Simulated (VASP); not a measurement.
# Al2Cu (I4/mmm) in VASP: further runs

Runs on Al2Cu. Level: PBE. Tasks: single point.

Everything below comes from runs of VASP 6.6.1. Logs are shortened: lines on timing, memory, paths and dates and some standing lists are left out, and cuts for length are marked.

## 1. The cell of the first run

The structure is tetragonal, space group I4/mmm (No. 139). Conventional cell: a = 3.803 Å, b = 3.803 Å, c = 5.976 Å, α = 90.00°, β = 90.00°, γ = 90.00°. Al (site symmetry -4m2) has 4 Cu at 2.42 Å and 6 Al at 2.69 to 2.99 Å within 3.2 Å. Cu (site symmetry 4/mmm) has 8 Al at 2.42 Å within 3.2 Å.

## 2. Single point, PBE

The input, INCAR:

```
SYSTEM = Al2Cu
ALGO = Fast ; EDIFF = 1E-6
ENCUT = 520 ; GGA = PE
ISIF = 2 ; ISMEAR = 0
LASPH = .True. ; LCHARG = .True.
LELF = .True. ; LREAL = .False.
LVHAR = .True. ; LWAVE = .False.
NBANDS = 16 ; NELM = 100
PREC = Accurate ; SIGMA = 0.15
```

The input, KPOINTS:

```
k-points
0
Gamma
  14 14 14
  0 0 0
```

The input, POSCAR:

```
Al2Cu
1.0
   -1.9014808453      1.9014808453      2.9878000000
    1.9014808453     -1.9014808453      2.9878000000
    1.9014808453      1.9014808453     -2.9878000000
Al Cu
2 1
Direct
    0.7500000000      0.2500000000      0.5000000000
    0.2500000000      0.7500000000      0.5000000000
    0.5000000000      0.5000000000      0.0000000000
```

Potentials or basis: VASP PAW PBE potentials, release 64 (Al, Cu).

Launch:

```console
cat potpaw_PBE.64/Al/POTCAR potpaw_PBE.64/Cu/POTCAR > POTCAR
mpirun -np 1 vasp_std > vasp.out
```

OUTCAR:

```text
SYSTEM = Al2Cu
   EDIFF = 1E-6
   ENCUT = 520
   GGA = PE
   ISIF = 2
   ISMEAR = 0
   LASPH = .True.
   LREAL = .False.
   NELM = 100
   PREC = Accurate

 ion  position               nearest neighbor table
   1  0.750  0.250  0.500-   3 2.42   3 2.42   3 2.42   3 2.42   2 2.69   2 2.69   2 2.69   2 2.69
                             2 2.99   2 2.99
   2  0.250  0.750  0.500-   3 2.42   3 2.42   3 2.42   3 2.42   1 2.69   1 2.69   1 2.69   1 2.69
                             1 2.99   1 2.99
   3  0.500  0.500  0.000-   2 2.42   1 2.42   1 2.42   2 2.42   1 2.42   2 2.42   2 2.42   1 2.42

  LATTYP: Found a body centered tetragonal cell.
 ALAT       =     3.8029616906
 C/A-ratio  =     1.5713016554

  Lattice vectors:

 A1 = (  -1.9014808453,   1.9014808453,   2.9878000000)
 A2 = (   1.9014808453,  -1.9014808453,   2.9878000000)
 A3 = (   1.9014808453,   1.9014808453,  -2.9878000000)

Analysis of symmetry for initial positions (statically):
=====================================================================
 Subroutine PRICEL returns:
 Original cell was already a primitive cell.

 Routine SETGRP: Setting up the symmetry group for a
 body centered tetragonal supercell.

 Subroutine GETGRP returns: Found 16 space group operations
 (whereof 16 operations were pure point group operations)
 out of a pool of 16 trial point group operations.

The static configuration has the point symmetry D_4h.

Analysis of symmetry for dynamics (positions and initial velocities):
=====================================================================
 Subroutine PRICEL returns:
 Original cell was already a primitive cell.

 Routine SETGRP: Setting up the symmetry group for a
 body centered tetragonal supercell.

 Subroutine GETGRP returns: Found 16 space group operations
 (whereof 16 operations were pure point group operations)
 out of a pool of 16 trial point group operations.

The dynamic configuration has the point symmetry D_4h.

 Subroutine INISYM returns: Found 16 space group operations
 (whereof 16 operations are pure point group operations),
 and found     1 'primitive' translations

----------------------------------------------------------------------------------------

                                     Primitive cell

  volume of cell :      43.2111

  direct lattice vectors                    reciprocal lattice vectors
    -1.901480845  1.901480845  2.987800000     0.000000000  0.262952951  0.167347212
     1.901480845 -1.901480845  2.987800000     0.262952951  0.000000000  0.167347212
     1.901480845  1.901480845 -2.987800000     0.262952951  0.262952951  0.000000000

  length of vectors
     4.019727310  4.019727310  4.019727310     0.311687895  0.311687895  0.371871630

  position of ions in fractional coordinates (direct lattice)
     0.750000000  0.250000000  0.500000000
     0.250000000  0.750000000  0.500000000
     0.500000000  0.500000000  0.000000000

  ion indices of the primitive-cell ions
   primitive index   ion index
                 1           1
                 2           2
                 3           3

----------------------------------------------------------------------------------------

 KPOINTS: k-points

Automatic generation of k-mesh.
 Grid dimensions read from file:
 generate k-points for:   14   14   14

 Generating k-lattice:

  Cartesian coordinates                     Fractional coordinates (reciprocal lattice)
     0.000000000  0.018782354  0.011953372     0.071428571  0.000000000  0.000000000
     0.018782354  0.000000000  0.011953372     0.000000000  0.071428571  0.000000000
     0.018782354  0.018782354  0.000000000     0.000000000  0.000000000  0.071428571

  Length of vectors
     0.022263421  0.022263421  0.026562259

  Shift w.r.t. Gamma in fractional coordinates (k-lattice)
     0.000000000  0.000000000  0.000000000

 Subroutine IBZKPT returns following result:
 ===========================================

 Found    244 irreducible k-points:

 Following reciprocal coordinates:
            Coordinates               Weight
  0.000000  0.000000  0.000000      1.000000
  0.071429  0.000000  0.000000      8.000000
  0.142857 -0.000000  0.000000      8.000000
  0.214286 -0.000000  0.000000      8.000000
  0.285714  0.000000  0.000000      8.000000
  0.357143  0.000000  0.000000      8.000000
[... 16 lines left out ...]
  0.214286  0.142857  0.000000     16.000000
  0.285714  0.142857  0.000000     16.000000
 [... further k-points ...]
   k-points           NKPTS =    244   k-points in BZ     NKDIM =    244   number of bands    NBANDS=     16
   number of dos      NEDOS =    301   number of ions     NIONS =      3
   total plane-waves  NPLWV =  27000
   dimension x,y,z NGX =    30 NGY =   30 NGZ =   30
   dimension x,y,z NGXF=    60 NGYF=   60 NGZF=   60
   ions per type =               2   1
   NGX,Y,Z   is equivalent  to a cutoff of  12.41, 12.41, 12.41 a.u.
   NGXF,Y,Z  is equivalent  to a cutoff of  24.81, 24.81, 24.81 a.u.
 SYSTEM =  Al2Cu
   PREC   = accura    normal or accurate (medium, high low for compatibility)
   ISTART =      0    job   : 0-new  1-cont  2-samecut
   ICHARG =      2    charge: 1-file 2-atom 10-const
   ISPIN  =      1    spin polarized calculation?
   LNONCOLLINEAR =      F non collinear calculations
   LSORBIT =      F    spin-orbit coupling
   LASPH  =      T    aspherical Exc in radial PAW
   ENCUT  =  520.0 eV  38.22 Ry    6.18 a.u.   7.47  7.47  7.47*2*pi/ulx,y,z
   NELM   =    100;   NELMIN=  2; NELMDL= -5     # of ELM steps
   EDIFF  = 0.1E-05   stopping-criterion for ELM
   LREAL  =      F    real-space projection
   EDIFFG = 0.1E-04   stopping-criterion for IOM
   NSW    =      0    number of steps for IOM
   IBRION =     -1    ionic relax: 0-MD 1-quasi-New 2-CG
   NFREE  =      0    steps in history (QN), initial steepest desc. (CG)
   ISIF   =      2    stress and relaxation
   ISYM   =      2    0-nonsym 1-usesym 2-fastsym
   POTIM  = 0.5000    time-step for ionic-motion
   TEBEG  =    0.0;   TEEND  =   0.0 temperature during run
   PSTRESS=    0.0 pullay stress
   NELECT =      17.0000    total number of electrons
   NUPDOWN=      -1.0000    fix difference up-down
   EMIN   =  10.00;   EMAX   =-10.00  energy-range for DOS
   EFERMI =   0.00;   METHOD = LEGACY
   ISMEAR =     0;   SIGMA  =   0.15  broadening in eV -4-tet -1-fermi 0-gaus
   EFERMI_NEDOS =   21; number of points for ismear=-14 and -15
   IALGO  =     68    algorithm
   IMIX   =      4    mixing-type and parameters
     AMIX     =   0.40;   BMIX     =  1.00
     AMIX_MAG =   1.60;   BMIX_MAG =  1.00
  volume/ion in A,a.u.               =      14.40        97.20
  Fermi-wavevector in a.u.,A,eV,Ry     =   1.199571  2.266861 19.578387  1.438971
  Thomas-Fermi vector in A             =   2.335430
   LORBIT       =      0    0 simple, 1 ext, 2 COOP (PROOUT), +10 PAW based schemes
   GGA     = PE    functional components
   LHFCALC =     F    Hartree Fock is set to
   AEXX    =    0.0000 exact exchange contribution
   IVDW    =     0    specifies the selected vdW correction
   LEPSILON=     F    determine dielectric tensor
   LRPA    =     F    only Hartree local field effects (RPA)
 non-spin polarized calculation
 RMM-DIIS sequential band-by-band and
 Gauss-broadening in eV      SIGMA  =   0.15
  energy-cutoff  :      520.00
  volume of cell :       43.21
 maximum number of plane-waves:      1176
 NGX is ok and might be reduce to    30
   NGX = 15   NGY = 15   NGZ = 15

 number of electron      16.9999991 magnetization

 Free energy of the ion-electron system (eV)
  ---------------------------------------------------
  ext. energy  EPLUGINS =         0.00000000
  ---------------------------------------------------
  free energy    TOTEN  =       -11.44059373 eV

  energy without entropy =      -11.43174757  energy(sigma->0) =      -11.43617065

 E-fermi :   8.0632     XC(G=0): -10.8785

 val. band max:        8.0600107579   @ k =   0.3571   0.0714   0.0000
 cond. band min:       8.0879298572   @ k =   0.2857   0.1429   0.0714
 fundamental gap:      0.0279190993
 Fermi energy:         8.0632484878

 k-point     1 :       0.0000    0.0000    0.0000
  band No.  band energies     occupation
      1      -2.7889      2.00000
      2       3.1134      2.00000
      3       3.1134      2.00000
      4       3.2086      2.00000
      5       3.6336      2.00000
      6       3.8375      2.00000
[... 8 lines left out ...]
     15      14.7061      0.00000
     16      16.4265      0.00000

 k-point     2 :       0.0714    0.0000    0.0000
  band No.  band energies     occupation
      1      -2.7154      2.00000
      2       3.0957      2.00000
      3       3.1262      2.00000
      4       3.2133      2.00000
      5       3.6325      2.00000
      6       3.8324      2.00000
[... 8 lines left out ...]
     15      15.0318      0.00000
     16      15.4291      0.00000

 k-point     3 :       0.1429   -0.0000    0.0000
  band No.  band energies     occupation
      1      -2.4958      2.00000
      2       3.0317      2.00000
      3       3.1615      2.00000
      4       3.2328      2.00000
      5       3.6341      2.00000
      6       3.8198      2.00000
[... 8 lines left out ...]
     15      15.0347      0.00000
     16      15.2245      0.00000

 k-point     4 :       0.2143   -0.0000    0.0000
  band No.  band energies     occupation
      1      -2.1330      2.00000
      2       2.9086      2.00000
      3       3.2106      2.00000
      4       3.2572      2.00000
      5       3.6506      2.00000
      6       3.8060      2.00000
[... 8 lines left out ...]
     15      14.8741      0.00000
     16      16.1941      0.00000

 k-point     5 :       0.2857    0.0000    0.0000
  band No.  band energies     occupation
      1      -1.6335      2.00000
      2       2.6939      2.00000
      3       3.2603      2.00000
      4       3.2687      2.00000
      5       3.6904      2.00000
      6       3.7993      2.00000
[... 8 lines left out ...]
     15      15.4358      0.00000
     16      17.3446      0.00000

 k-point     6 :       0.3571    0.0000    0.0000
  band No.  band energies     occupation
      1      -1.0110      2.00000
      2       2.2933      2.00000
      3       3.2624      2.00000
      4       3.2983      2.00000
      5       3.7387      2.00000
      6       3.8039      2.00000
[... 8 lines left out ...]
     15      16.6213      0.00000
     16      18.5695      0.00000
[... 267 lines left out ...]
 k-point    21 :      -0.0714    0.0714    0.0000
  band No.  band energies     occupation
      1      -2.6843      2.00000
      2       3.0811      2.00000
      3       3.1230      2.00000
      4       3.2254      2.00000
      5       3.6409      2.00000
      6       3.8242      2.00000
[... 8 lines left out ...]
     15      14.2739      0.00000
     16      15.2121      0.00000

 k-point    22 :       0.1429    0.1429    0.0000
  band No.  band energies     occupation
      1      -2.0380      2.00000
      2       2.9679      2.00000
      3       3.1736      2.00000
      4       3.2892      2.00000
      5       3.6024      2.00000
      6       3.8219      2.00000
[... 8 lines left out ...]
     15      17.0181      0.00000
     16      17.7788      0.00000

 k-point    23 :       0.2143    0.1429    0.0000
  band No.  band energies     occupation
      1      -1.5983      2.00000
      2       2.8509      2.00000
      3       3.1846      2.00000
      4       3.3356      2.00000
      5       3.6094      2.00000
      6       3.8183      2.00000
[... 8 lines left out ...]
     15      17.0542      0.00000
     16      18.5610      0.00000

 k-point    24 :       0.2857    0.1429    0.0000
  band No.  band energies     occupation
      1      -1.0296      2.00000
      2       2.6095      2.00000
      3       3.1983      2.00000
      4       3.3609      2.00000
      5       3.6462      2.00000
      6       3.8080      2.00000
[... 8 lines left out ...]
     15      16.5631      0.00000
     16      19.2744      0.00000

 [... further k-points ...]

------------------------ aborting loop because EDIFF is reached ----------------------------------------

  FORCE on cell =-STRESS in cart. coord.  units (eV):
  Direction    XX          YY          ZZ          XY          YZ          ZX
  --------------------------------------------------------------------------------------
  -------------------------------------------------------------------------------------
  Total        4.8396086      4.8396086      2.1039176      0.0000000      0.0000000     -0.0000000
  in kB      179.4425374    179.4425374     78.0088535      0.0000000      0.0000000     -0.0000000
  external PRESSURE =     145.6313094 kB  Pullay stress =       0.0000000 kB

 VOLUME and BASIS-vectors are now :
 -----------------------------------------------------------------------------
  energy-cutoff  :      520.00
  volume of cell :       43.21
      direct lattice vectors                 reciprocal lattice vectors
    -1.901480845  1.901480845  2.987800000     0.000000000  0.262952951  0.167347212
     1.901480845 -1.901480845  2.987800000     0.262952951  0.000000000  0.167347212
     1.901480845  1.901480845 -2.987800000     0.262952951  0.262952951  0.000000000

 POSITION                                       TOTAL-FORCE (eV/Angst)
 -----------------------------------------------------------------------------------
      0.00000      1.90148      1.49390         0.000000      0.000000      0.000000
      1.90148      0.00000      1.49390        -0.000000     -0.000000     -0.000000
      0.00000      0.00000      2.98780         0.000000      0.000000     -0.000000
 -----------------------------------------------------------------------------------
    total drift:                                0.000000     -0.000000      0.000000

  FREE ENERGIE OF THE ION-ELECTRON SYSTEM (eV)
  ---------------------------------------------------
  free  energy   TOTEN  =       -11.4405937305 eV

  energy  without entropy=      -11.4317475702  energy(sigma->0) =      -11.43617065
```

It took 6.9 min on 1 thread of Intel Xeon 8259CL, shared host; peak memory 0.29 GiB.

Results:

```
Free energy            : -11.4406 eV
Pressure               : 14.6 GPa
Band gap on the k mesh : zero (an odd number of electrons rules out a gap without spin polarisation)
```

Levels at points of the mesh, in eV from the Fermi level:
```csv
k point,band 6,band 7,band 8,band 9,band 10,band 11,band 12,band 13
"(0.00, 0.00, 0.00)",-4.23,2.34,2.86,2.86,3.27,3.27,4.06,5.26
"(0.50, 0.00, 0.00)",-4.24,-4.11,0.04,1.15,2.37,3.42,4.92,4.94
"(0.50, 0.50, 0.00)",-4.21,-3.79,-2.75,-1.96,0.28,1.34,9.03,9.66
"(0.50, 0.50, 0.50)",-4.22,-4.09,-1.63,-1.63,1.64,1.91,9.28,12.07
```

Caveat: the cell stands under pressure.

## 3. Single point, PBE

This run uses another cell than the first one, of 14.64 Å³/atom.

The input, INCAR:

```
SYSTEM = Al2Cu
ALGO = Fast
EDIFF = 1E-6
ENCUT = 520
GGA = PE
ISIF = 2
ISMEAR = 0
LASPH = .True.
LCHARG = .False.
LREAL = .False.
LWAVE = .False.
NBANDS = 16
NELM = 60
PREC = Accurate
SIGMA = 0.15
```

KPOINTS is that of step 2.

The input, POSCAR:

```
Al2Cu
1.0
   -1.9014808453      1.9014808453      3.0359500000
    1.9014808453     -1.9014808453      3.0359500000
    1.9014808453      1.9014808453     -3.0359500000
Al Cu
2 1
Direct
    0.7500000000      0.2500000000      0.5000000000
    0.2500000000      0.7500000000      0.5000000000
    0.5000000000      0.5000000000      0.0000000000
```

Potentials or basis: VASP PAW PBE potentials, release 64 (Al, Cu).

Launch:

```console
cat potpaw_PBE.64/Al/POTCAR potpaw_PBE.64/Cu/POTCAR > POTCAR
mpirun -np 1 vasp_std > vasp.out
```

It took 5.9 min on 1 thread of Intel Xeon 8259CL, shared host; peak memory 0.29 GiB.

Results (log left out):

```
Free energy            : -11.4680 eV
Pressure               : 12.1 GPa
Band gap on the k mesh : zero (an odd number of electrons rules out a gap without spin polarisation)
```

Stress tensor (GPa, compression positive):
```
15.83  0.00  0.00
 0.00 15.83  0.00
 0.00  0.00  4.73
```

Levels at points of the mesh, in eV from the Fermi level:
| k point | band 6 | band 7 | band 8 | band 9 | band 10 | band 11 | band 12 | band 13 |
| --- | --- | --- | --- | --- | --- | --- | --- | --- |
| (0.00, 0.00, 0.00) | -4.15 | 2.22 | 2.76 | 2.76 | 3.33 | 3.33 | 4.13 | 4.94 |
| (0.50, 0.00, 0.00) | -4.17 | -4.03 | -0.05 | 1.23 | 2.19 | 3.42 | 4.91 | 4.95 |
| (0.50, 0.50, 0.00) | -4.16 | -3.71 | -2.80 | -1.90 | 0.17 | 1.33 | 8.90 | 9.30 |
| (0.50, 0.50, 0.50) | -4.19 | -4.02 | -1.53 | -1.53 | 1.71 | 1.97 | 9.25 | 11.98 |

Caveat: the cell stands under pressure.
